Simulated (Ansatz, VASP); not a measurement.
BN in VASP and in Ansatz

```xyz
2
Lattice="0.0000 1.8148 1.8148 1.8148 0.0000 1.8148 1.8148 1.8148 0.0000" Properties=species:S:1:pos:R:3 pbc="T T T"
B     0.0000    0.0000    0.0000
N     2.7222    2.7222    2.7222
```

Alike in both runs: task single point; functional PBEsol; k mesh 12 × 12 × 12; no spin polarisation.

|  | VASP | Ansatz |
| --- | --- | --- |
| version | VASP 6.6.1 | Ansatz 0.2.0 |
| potentials or method | VASP PAW PBE potentials, release 64 (B, N), cutoff 520 eV | scalar-relativistic, plane waves, PAW |
| occupations | gaussian, width 0.01 eV | fixed |
| valence electrons in the cell | 8 | 8 |

Ansatz gave:

| Quantity | Value |
| --- | --- |
| gap on the k mesh at the Fermi level (eV) | 4.28 |
| least direct gap on the mesh (eV) | 8.71 |
| pressure (GPa) | -7.4 |

**Question.** Which values does VASP return?

**Answer.** gap on the k mesh at the Fermi level (eV): 4.26; least direct gap on the mesh (eV): 8.71; pressure (GPa): -6.8.

VASP's potentials were made for PBE, not for PBEsol.
